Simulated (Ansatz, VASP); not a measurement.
# One calculation of Ca, two programs

```
CELL_PARAMETERS angstrom
0.00000 2.84900 2.84900
2.84900 0.00000 2.84900
2.84900 2.84900 0.00000
ATOMIC_POSITIONS crystal
Ca 0.00000 0.00000 0.00000
```

Change from the starting cell: volume scaled by 1.06.

Alike in both runs: task single point; functional LDA; k mesh 8 × 8 × 8; occupations fermi-dirac, width 0.05 eV; no spin polarisation.

```csv
,VASP,Ansatz
version,VASP 6.6.1,Ansatz 0.2.0
potentials or method,"VASP PAW LDA potentials, release 64 (Ca_sv), cutoff 520 eV","all-electron LAPW, scalar-relativistic"
```

|  | VASP | Ansatz | Ansatz less VASP |
| --- | --- | --- | --- |
| gap on the k mesh at the Fermi level (eV) | none | none | - |
| pressure (GPa) | -2.8 | -2.8 | 0.00 |

LDA's correlation is that of Perdew and Zunger in VASP and of Perdew and Wang (1992) in Ansatz. A gap of «none» marks a metal or a gap that the smearing closes. Ansatz ran all-electron here, and VASP with PAW potentials.
